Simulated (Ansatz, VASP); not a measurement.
## Si2Mo: VASP beside Ansatz

```
CELL_PARAMETERS angstrom
-1.63688 1.60947 3.93542
1.62451 -1.62066 3.93494
1.61876 1.60254 -3.94000
ATOMIC_POSITIONS crystal
Si 0.32916 0.33631 0.99783
Si 0.66119 0.66415 0.99145
Mo 0.00964 0.99954 0.01072
```

Change from the starting cell: all atoms moved at random (sigma 0.03 Å), cell strained at random (1 %).

Alike in both runs: task single point; functional PBE; k mesh 14 × 14 × 14; occupations gaussian, width 0.05 eV; no spin polarisation.

```csv
,VASP,Ansatz
version,VASP 6.6.1,Ansatz 0.2.0
potentials or method,"VASP PAW PBE potentials, release 64 (Si, Mo_sv), cutoff 520 eV","scalar-relativistic, plane waves, PAW"
valence electrons in the cell,22,22
```

```csv
,VASP,Ansatz,Ansatz less VASP
gap on the k mesh at the Fermi level (eV),none,none,-
pressure (GPa),-1.0,-1.2,-0.16
"traceless stress, the component that is largest in VASP (GPa)",2.03,2.02,-0.002
rms of the force components (eV/Å),0.218,0.218,+0.0003
```

Atom by atom the forces differ by 0.002 eV/Å (rms over components). A gap of «none» marks a metal or a gap that the smearing closes.
